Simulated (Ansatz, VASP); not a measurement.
## Cu: VASP beside Ansatz

```xyz
1
Lattice="0.0000 1.8753 1.8753 1.8753 0.0000 1.8753 1.8753 1.8753 0.0000" Properties=species:S:1:pos:R:3 pbc="T T T"
Cu    0.0000    0.0000    0.0000
```

Alike in both runs: task single point; functional BLYP; k mesh 24 × 24 × 24; occupations fermi-dirac, width 0.1 eV; no spin polarisation.

|  | VASP | Ansatz |
| --- | --- | --- |
| version | VASP 6.6.1 | Ansatz 0.2.0 |
| potentials or method | VASP PAW PBE potentials, release 64 (Cu), cutoff 520 eV | plane waves (420 eV) with PAW, scalar-relativistic |
| valence electrons in the cell | 11 | 19 |

|  | VASP | Ansatz | Ansatz less VASP |
| --- | --- | --- | --- |
| pressure (GPa) | -3.4 | -4.0 | -0.60 |

VASP's potentials were made for PBE, not for BLYP. VASP's potentials hold 11 valence electrons a cell and Ansatz's 19, so a difference there can come from the potentials and not from the codes.
